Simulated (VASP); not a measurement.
# CdHgS2 (P-4m2) in VASP: further runs

The runs below take CdHgS2 through relaxation of cell and atoms, single point, with PBE.

Program: VASP 6.6.1. These are calculated values, not measurements. Logs are shortened: lines on timing, memory, paths and dates and some standing lists are left out, and cuts for length are marked.

## (1) The cell of the first run

The structure is tetragonal, space group P-4m2 (No. 115). The conventional cell has a = 4.111 Å, b = 4.111 Å, c = 5.814 Å, α = 90.00°, β = 90.00°, γ = 90.00°. Within 3.3 Å of Cd (site symmetry -4m2) lie 4 S at 2.52 Å. Hg (site symmetry -4m2) has 4 S at 2.52 Å within 3.3 Å. Within 3.3 Å of S (site symmetry 2mm) lie 2 Cd at 2.52 Å and 2 Hg at 2.52 Å.

## (2) Relaxation of cell and atoms, PBE

INCAR reads:

```
PREC     = Accurate       # precision mode
ENCUT    = 600            # plane-wave cutoff, eV
EDIFF    = 1E-7           # SCF threshold, eV
ISMEAR   = 0              # smearing method
SIGMA    = 0.1            # smearing width, eV
LREAL    = F              # projectors in reciprocal space
LASPH    = T              # aspherical terms in the spheres
NELM     = 100            # most SCF steps
ALGO     = Normal         # electronic algorithm
ISIF     = 3              # what is computed and relaxed
LWAVE    = F              # write WAVECAR
LCHARG   = F              # write CHGCAR
GGA      = PE             # functional
IBRION   = 2              # ionic algorithm
NSW      = 90             # ionic steps
EDIFFG   = -0.04          # ionic threshold
```

KPOINTS reads:

```
Automatic mesh
0
Gamma
  4 4 4
```

POSCAR reads:

```
CdHgS2
1.0
    4.1109427700      0.0000000000      0.0000000000
    0.0000000000      4.1109427700      0.0000000000
    0.0000000000      0.0000000000      5.8137510200
Cd Hg S
1 1 2
Direct
    0.0000000000      0.0000000000      0.0000000000
    0.5000000000      0.5000000000      0.5000000000
    0.5000000000      0.0000000000      0.2500000000
    0.0000000000      0.5000000000      0.7500000000
```

Potentials or basis: VASP PAW PBE potentials, release 64 (Cd, Hg, S).

On the command line:

```sh
$ cat potpaw_PBE.64/Cd/POTCAR potpaw_PBE.64/Hg/POTCAR potpaw_PBE.64/S/POTCAR > POTCAR
$ mpirun -np 1 vasp_std > vasp.out
```

OUTCAR:

```text
PREC = Accurate
   ENCUT = 600
   EDIFF = 1E-7
   ISMEAR = 0
   LREAL = F
   LASPH = T
   NELM = 100
   ISIF = 3
   GGA = PE
   IBRION = 2
   NSW = 90
   EDIFFG = -0.04

 ion  position               nearest neighbor table
   1  0.000  0.000  0.000-   3 2.52   4 2.52   4 2.52   3 2.52
   2  0.500  0.500  0.500-   3 2.52   4 2.52   3 2.52   4 2.52
   3  0.500  0.000  0.250-   1 2.52   2 2.52   2 2.52   1 2.52
   4  0.000  0.500  0.750-   1 2.52   2 2.52   1 2.52   2 2.52

  LATTYP: Found a simple tetragonal cell.
 ALAT       =     4.1109427700
 C/A-ratio  =     1.4142135625

  Lattice vectors:

 A1 = (   4.1109427700,   0.0000000000,   0.0000000000)
 A2 = (   0.0000000000,   4.1109427700,   0.0000000000)
 A3 = (   0.0000000000,   0.0000000000,   5.8137510200)

Analysis of symmetry for initial positions (statically):
=====================================================================
 Subroutine PRICEL returns:
 Original cell was already a primitive cell.

 Routine SETGRP: Setting up the symmetry group for a
 simple tetragonal supercell.

 Subroutine GETGRP returns: Found  8 space group operations
 (whereof  8 operations were pure point group operations)
 out of a pool of 16 trial point group operations.

The static configuration has the point symmetry D_2d.

Analysis of symmetry for dynamics (positions and initial velocities):
=====================================================================
 Subroutine PRICEL returns:
 Original cell was already a primitive cell.

 Routine SETGRP: Setting up the symmetry group for a
 simple tetragonal supercell.

 Subroutine GETGRP returns: Found  8 space group operations
 (whereof  8 operations were pure point group operations)
 out of a pool of 16 trial point group operations.

The dynamic configuration has the point symmetry D_2d.

 Subroutine INISYM returns: Found  8 space group operations
 (whereof  8 operations are pure point group operations),
 and found     1 'primitive' translations

----------------------------------------------------------------------------------------

                                     Primitive cell

  volume of cell :      98.2515

  direct lattice vectors                    reciprocal lattice vectors
     4.110942770  0.000000000  0.000000000     0.243253204  0.000000000  0.000000000
     0.000000000  4.110942770  0.000000000     0.000000000  0.243253204  0.000000000
     0.000000000  0.000000000  5.813751020     0.000000000  0.000000000  0.172005990

  length of vectors
     4.110942770  4.110942770  5.813751020     0.243253204  0.243253204  0.172005990

  position of ions in fractional coordinates (direct lattice)
     0.000000000  0.000000000  0.000000000
     0.500000000  0.500000000  0.500000000
     0.500000000  0.000000000  0.250000000
     0.000000000  0.500000000  0.750000000

  ion indices of the primitive-cell ions
   primitive index   ion index
                 1           1
                 2           2
                 3           3
                 4           4

----------------------------------------------------------------------------------------

 KPOINTS: Automatic mesh

Automatic generation of k-mesh.
 Grid dimensions read from file:
 generate k-points for:    4    4    4

 Generating k-lattice:

  Cartesian coordinates                     Fractional coordinates (reciprocal lattice)
     0.060813301  0.000000000  0.000000000     0.250000000  0.000000000  0.000000000
     0.000000000  0.060813301  0.000000000     0.000000000  0.250000000  0.000000000
     0.000000000  0.000000000  0.043001498     0.000000000  0.000000000  0.250000000

  Length of vectors
     0.060813301  0.060813301  0.043001498

  Shift w.r.t. Gamma in fractional coordinates (k-lattice)
     0.000000000  0.000000000  0.000000000

 Subroutine IBZKPT returns following result:
 ===========================================

 Found     18 irreducible k-points:

 Following reciprocal coordinates:
            Coordinates               Weight
  0.000000  0.000000  0.000000      1.000000
  0.250000  0.000000  0.000000      4.000000
  0.500000  0.000000  0.000000      2.000000
  0.250000  0.250000  0.000000      4.000000
  0.500000  0.250000  0.000000      4.000000
  0.500000  0.500000  0.000000      1.000000
[... 10 lines left out ...]
  0.500000  0.250000  0.500000      4.000000
  0.500000  0.500000  0.500000      1.000000
   k-points           NKPTS =     18   k-points in BZ     NKDIM =     18   number of bands    NBANDS=     22
   number of dos      NEDOS =    301   number of ions     NIONS =      4
   total plane-waves  NPLWV =  62208
   dimension x,y,z NGX =    36 NGY =   36 NGZ =   48
   dimension x,y,z NGXF=    72 NGYF=   72 NGZF=   96
   ions per type =               1   1   2
   NGX,Y,Z   is equivalent  to a cutoff of  14.56, 14.56, 13.73 a.u.
   NGXF,Y,Z  is equivalent  to a cutoff of  29.12, 29.12, 27.45 a.u.
 SYSTEM =  unknown system
   PREC   = accura    normal or accurate (medium, high low for compatibility)
   ISTART =      0    job   : 0-new  1-cont  2-samecut
   ICHARG =      2    charge: 1-file 2-atom 10-const
   ISPIN  =      1    spin polarized calculation?
   LNONCOLLINEAR =      F non collinear calculations
   LSORBIT =      F    spin-orbit coupling
   LASPH  =      T    aspherical Exc in radial PAW
   ENCUT  =  600.0 eV  44.10 Ry    6.64 a.u.   8.21  8.21 11.61*2*pi/ulx,y,z
   NELM   =    100;   NELMIN=  2; NELMDL= -5     # of ELM steps
   EDIFF  = 0.1E-06   stopping-criterion for ELM
   LREAL  =      F    real-space projection
   EDIFFG = -.4E-01   stopping-criterion for IOM
   NSW    =     90    number of steps for IOM
   IBRION =      2    ionic relax: 0-MD 1-quasi-New 2-CG
   NFREE  =      1    steps in history (QN), initial steepest desc. (CG)
   ISIF   =      3    stress and relaxation
   ISYM   =      2    0-nonsym 1-usesym 2-fastsym
   POTIM  = 0.5000    time-step for ionic-motion
   TEBEG  =    0.0;   TEEND  =   0.0 temperature during run
   PSTRESS=    0.0 pullay stress
   NELECT =      36.0000    total number of electrons
   NUPDOWN=      -1.0000    fix difference up-down
   EMIN   =  10.00;   EMAX   =-10.00  energy-range for DOS
   EFERMI =   0.00;   METHOD = LEGACY
   ISMEAR =     0;   SIGMA  =   0.10  broadening in eV -4-tet -1-fermi 0-gaus
   EFERMI_NEDOS =   21; number of points for ismear=-14 and -15
   IALGO  =     38    algorithm
   IMIX   =      4    mixing-type and parameters
     AMIX     =   0.40;   BMIX     =  1.00
     AMIX_MAG =   1.60;   BMIX_MAG =  1.00
  volume/ion in A,a.u.               =      24.56       165.76
  Fermi-wavevector in a.u.,A,eV,Ry     =   1.171465  2.213747 18.671679  1.372330
  Thomas-Fermi vector in A             =   2.307908
   LORBIT       =      0    0 simple, 1 ext, 2 COOP (PROOUT), +10 PAW based schemes
   GGA     = PE    functional components
   LHFCALC =     F    Hartree Fock is set to
   AEXX    =    0.0000 exact exchange contribution
   IVDW    =     0    specifies the selected vdW correction
   LEPSILON=     F    determine dielectric tensor
   LRPA    =     F    only Hartree local field effects (RPA)
 conjugate gradient relaxation of ions
 non-spin polarized calculation
 Gauss-broadening in eV      SIGMA  =   0.10
  energy-cutoff  :      600.00
  volume of cell :       98.25
 maximum number of plane-waves:      3352
 NGX is ok and might be reduce to    36
   NGX = 17   NGY = 17   NGZ = 23

--------------------------------------- Ionic step        1  -------------------------------------------

 number of electron      35.9999995 magnetization

 Free energy of the ion-electron system (eV)
  ---------------------------------------------------
  ext. energy  EPLUGINS =         0.00000000
  ---------------------------------------------------
  free energy    TOTEN  =       -10.53484222 eV

  energy without entropy =      -10.53468193  energy(sigma->0) =      -10.53476208

------------------------ aborting loop because EDIFF is reached ----------------------------------------

  FORCE on cell =-STRESS in cart. coord.  units (eV):
  Direction    XX          YY          ZZ          XY          YZ          ZX
  --------------------------------------------------------------------------------------
  -------------------------------------------------------------------------------------
  Total        3.1271883      3.1271883      2.9737183      0.0000000      0.0000000      0.0000000
  in kB       50.9947330     50.9947330     48.4921140      0.0000000      0.0000000      0.0000000
  external PRESSURE =      50.1605267 kB  Pullay stress =       0.0000000 kB

 VOLUME and BASIS-vectors are now :
 -----------------------------------------------------------------------------
  energy-cutoff  :      600.00
  volume of cell :       98.25
      direct lattice vectors                 reciprocal lattice vectors
     4.110942770  0.000000000  0.000000000     0.243253204  0.000000000  0.000000000
     0.000000000  4.110942770  0.000000000     0.000000000  0.243253204  0.000000000
     0.000000000  0.000000000  5.813751020     0.000000000  0.000000000  0.172005990
[... 153 lines left out ...]
 POSITION                                       TOTAL-FORCE (eV/Angst)
 -----------------------------------------------------------------------------------
      0.00000      0.00000      5.96298         0.000000     -0.000000      0.000000
      2.11388      2.11388      2.98149         0.000000      0.000000      0.000000
      2.11388      0.00000      1.47677         0.000000     -0.000000     -0.070990
      0.00000      2.11388      4.48621         0.000000     -0.000000      0.070990
 -----------------------------------------------------------------------------------
    total drift:                                0.000000      0.000000      0.000000

  FREE ENERGIE OF THE ION-ELECTRON SYSTEM (eV)
  ---------------------------------------------------
  free  energy   TOTEN  =       -10.6567873399 eV

  energy  without entropy=      -10.6557906231  energy(sigma->0) =      -10.65628898

--------------------------------------- Ionic step        6  -------------------------------------------

 number of electron      36.0000005 magnetization

 Free energy of the ion-electron system (eV)
  ---------------------------------------------------
  ext. energy  EPLUGINS =         0.00000000
  ---------------------------------------------------
  free energy    TOTEN  =       -10.65756553 eV

  energy without entropy =      -10.65660398  energy(sigma->0) =      -10.65708475

 E-fermi :   1.2637     XC(G=0):  -8.9092

 val. band max:        1.1436243585   @ k =   0.0000   0.0000   0.0000
 cond. band min:       1.3494065873   @ k =   0.0000   0.0000   0.0000
 fundamental gap:      0.2057822288
 Fermi energy:         1.2636985142

 k-point     1 :       0.0000    0.0000    0.0000
  band No.  band energies     occupation
      1     -11.2567      2.00000
      2     -10.7016      2.00000
      3      -6.5229      2.00000
      4      -6.5229      2.00000
      5      -6.3668      2.00000
      6      -6.3623      2.00000
[... 14 lines left out ...]
     21       4.8398      0.00000
     22       7.4639      0.00000
[... 445 lines left out ...]
 POSITION                                       TOTAL-FORCE (eV/Angst)
 -----------------------------------------------------------------------------------
      0.00000      0.00000     -0.00000        -0.000000      0.000000      0.000000
      2.11505      2.11505      2.97626         0.000000      0.000000      0.000000
      2.11505      0.00000      1.46471        -0.000000      0.000000      0.005429
      4.23011      2.11505      4.48782        -0.000000     -0.000000     -0.005429
 -----------------------------------------------------------------------------------
    total drift:                                0.000000      0.000000      0.000000

  FREE ENERGIE OF THE ION-ELECTRON SYSTEM (eV)
  ---------------------------------------------------
  free  energy   TOTEN  =       -10.6575655291 eV

  energy  without entropy=      -10.6566039759  energy(sigma->0) =      -10.65708475

 reached required accuracy - stopping structural energy minimisation
```

It took 4.2 min on 1 thread of Intel Xeon Platinum 8488C (Sapphire Rapids), shared host; peak memory 0.27 GiB.

Results:

- Free energy: -10.6576 eV
- Relaxed volume: 26.63 Å³/atom
- Relaxed cell: a = 4.230 Å, b = 4.230 Å, c = 5.953 Å, α = 90.00°, β = 90.00°, γ = 90.00°
- Space group after relaxing (to 0.05 Å): P-4m2 (No. 115)
- Energy gained by relaxing: 30.7 meV/atom
- Ionic steps: 6
- Pressure after relaxing: -0.1 GPa
- Largest force after relaxing: 0.005 eV/Å
- Band gap on the k mesh: 0.21 eV, direct

Forces in eV/Å, atoms in the order of the input:
```
Cd   0.000  0.000  0.000
Hg   0.000  0.000  0.000
S    0.000  0.000  0.005
S    0.000  0.000 -0.005
```

Stress tensor (GPa, compression positive):
```
-0.02  0.00  0.00
 0.00 -0.02  0.00
 0.00  0.00 -0.13
```

The path:
| step | energy change (eV) | largest force (eV/Å) | pressure (GPa) | volume (Å³) |
| --- | --- | --- | --- | --- |
| 1 | 0.0000 | 0.2276 | 5.02 | 98.25 |
| 2 | -0.1069 | 0.0889 | -1.42 | 109.60 |
| 3 | -0.1208 | 0.1173 | -0.02 | 106.45 |
| 4 | -0.1208 | 0.1157 | -0.11 | 106.62 |
| 5 | -0.1219 | 0.0710 | -0.08 | 106.58 |
| 6 | -0.1227 | 0.0054 | -0.05 | 106.51 |

Final structure:
```cif
data_structure
_symmetry_space_group_name_H-M 'P 1'
_symmetry_Int_Tables_number 1
_cell_length_a 4.2301
_cell_length_b 4.2301
_cell_length_c 5.9525
_cell_angle_alpha 90.000
_cell_angle_beta 90.000
_cell_angle_gamma 90.000
_cell_volume 106.51
loop_
_atom_site_label
_atom_site_type_symbol
_atom_site_fract_x
_atom_site_fract_y
_atom_site_fract_z
_atom_site_occupancy
Cd1 Cd 0.00000 0.00000 0.00000 1
Hg1 Hg 0.50000 0.50000 0.50000 1
S1 S 0.50000 0.00000 0.24607 1
S2 S 0.00000 0.50000 0.75393 1
```

Levels at points of the mesh, in eV from the valence-band top:
```tsv
k point	band 16	band 17	band 18	band 19	band 20	band 21
(0.00, 0.00, 0.00)	-0.02	0.00	0.00	0.21	3.61	3.70
(0.50, 0.00, 0.00)	-1.89	-0.92	-0.66	2.91	3.80	5.92
(0.50, 0.50, 0.00)	-1.87	-1.87	-1.78	3.08	3.60	3.60
(0.00, 0.00, 0.50)	-1.20	-0.84	-0.84	2.57	3.16	4.35
(0.50, 0.00, 0.50)	-0.83	-0.70	-0.63	1.74	2.71	6.78
(0.50, 0.50, 0.50)	-2.24	-2.12	-1.96	3.85	4.94	5.41
```

Caveat: spin-orbit coupling is left out, which moves the levels of the heavy elements.

## (3) Single point, PBE

This run uses another cell than the first one, of 26.44 Å³/atom, 1.076 times its volume.

INCAR reads:

```
PREC     = Accurate       # precision mode
ENCUT    = 520            # plane-wave cutoff, eV
EDIFF    = 1E-6           # SCF threshold, eV
ISMEAR   = 0              # smearing method
SIGMA    = 0.01           # smearing width, eV
LREAL    = F              # projectors in reciprocal space
LASPH    = T              # aspherical terms in the spheres
NELM     = 60             # most SCF steps
ALGO     = Normal         # electronic algorithm
ISIF     = 2              # what is computed and relaxed
LWAVE    = F              # write WAVECAR
LCHARG   = F              # write CHGCAR
GGA      = PE             # functional
NBANDS   = 26             # bands
```

KPOINTS reads:

```
Automatic mesh
0
Gamma
  8 8 6
```

POSCAR reads:

```
CdHgS2
1.0
    4.2192778294      0.0000000000      0.0000000000
    0.0000000000      4.2192778294      0.0000000000
    0.0000000000      0.0000000000      5.9403673178
Cd Hg S
1 1 2
Direct
    0.0000000000      0.0000000000      0.0000000000
    0.5000000000      0.5000000000      0.5000000000
    0.5000000000      0.0000000000      0.2465115816
    0.0000000000      0.5000000000      0.7534884184
```

Potentials or basis: VASP PAW PBE potentials, release 64 (Cd, Hg, S).

On the command line:

```sh
$ cat potpaw_PBE.64/Cd/POTCAR potpaw_PBE.64/Hg/POTCAR potpaw_PBE.64/S/POTCAR > POTCAR
$ mpirun -np 1 vasp_std > vasp.out
```

Run time: 2 min. Hardware: 1 thread of Intel Xeon Platinum 8488C (Sapphire Rapids), shared host; peak memory 0.32 GiB.

The run converged. Its results:

| Quantity | Value |
| --- | --- |
| Free energy | -10.6893 eV |
| Pressure | 0.3 GPa |
| Largest force | 0.008 eV/Å |
| Band gap on the k mesh | 0.22 eV, direct |

Forces on the atoms (eV/Å):
```
Cd   0.000  0.000  0.000
Hg   0.000  0.000  0.000
S    0.000  0.000 -0.008
S    0.000  0.000  0.008
```

Levels at points of the mesh, in eV from the valence-band top:
```csv
k point,band 15,band 16,band 17,band 18,band 19,band 20,band 21,band 22
"(0.00, 0.00, 0.00)",-1.93,-0.02,0.00,0.00,0.22,3.60,3.71,6.32
"(0.50, 0.00, 0.00)",-2.06,-1.90,-0.93,-0.67,2.94,3.82,5.93,6.12
"(0.50, 0.50, 0.00)",-1.97,-1.89,-1.89,-1.81,3.10,3.59,3.59,4.31
"(0.00, 0.00, 0.50)",-1.22,-1.22,-0.85,-0.85,2.59,3.18,4.35,4.66
"(0.50, 0.00, 0.50)",-0.94,-0.84,-0.70,-0.64,1.76,2.72,6.79,6.82
"(0.50, 0.50, 0.50)",-2.27,-2.27,-2.14,-1.99,3.88,4.96,5.41,5.41
```

Caveat: spin-orbit coupling is left out, which moves the levels of the heavy elements.

## (4) Single point, PBE

This run uses another cell than the first one, of 26.44 Å³/atom, 1.076 times its volume.

INCAR reads:

```
SYSTEM = CdHgS2
  PREC = Accurate
  ENCUT = 520
  EDIFF = 1E-6
  ISMEAR = 0
  SIGMA = 0.01
  LREAL = .FALSE.
  LASPH = .TRUE.
  NELM = 80
  ALGO = Normal
  ISIF = 2
  LWAVE = .FALSE.
  LCHARG = .FALSE.
  GGA = PE
  NBANDS = 26
```

KPOINTS reads:

```
Automatic mesh
0
G
  8 8 6
  0 0 0
```

POSCAR is that of step 3.

On the command line:

```sh
$ cat potpaw_PBE.64/Cd/POTCAR potpaw_PBE.64/Hg/POTCAR potpaw_PBE.64/S/POTCAR > POTCAR
$ mpirun -np 1 vasp_std > vasp.out
```

Run time: 2.1 min. Hardware: 1 thread of Intel Xeon Platinum 8488C (Sapphire Rapids), shared host; peak memory 0.31 GiB.

It converged, with:

| Item | Value |
| --- | --- |
| Free energy | -10.6893 eV |
| Pressure | 0.3 GPa |
| Largest force | 0.008 eV/Å |
| Band gap on the k mesh | 0.22 eV, direct |

Forces in eV/Å, atoms in the order of the input:
```
Cd   0.000  0.000  0.000
Hg   0.000  0.000  0.000
S    0.000  0.000 -0.008
S    0.000  0.000  0.008
```

Levels at points of the mesh, in eV from the valence-band top:
```tsv
k point	band 16	band 17	band 18	band 19	band 20	band 21
(0.00, 0.00, 0.00)	-0.02	0.00	0.00	0.22	3.60	3.71
(0.50, 0.00, 0.00)	-1.90	-0.93	-0.67	2.94	3.82	5.93
(0.50, 0.50, 0.00)	-1.89	-1.89	-1.81	3.10	3.59	3.59
(0.00, 0.00, 0.50)	-1.22	-0.85	-0.85	2.59	3.18	4.35
(0.50, 0.00, 0.50)	-0.84	-0.70	-0.64	1.76	2.72	6.79
(0.50, 0.50, 0.50)	-2.27	-2.14	-1.99	3.88	4.96	5.41
```

Caveat: spin-orbit coupling is left out, which moves the levels of the heavy elements.
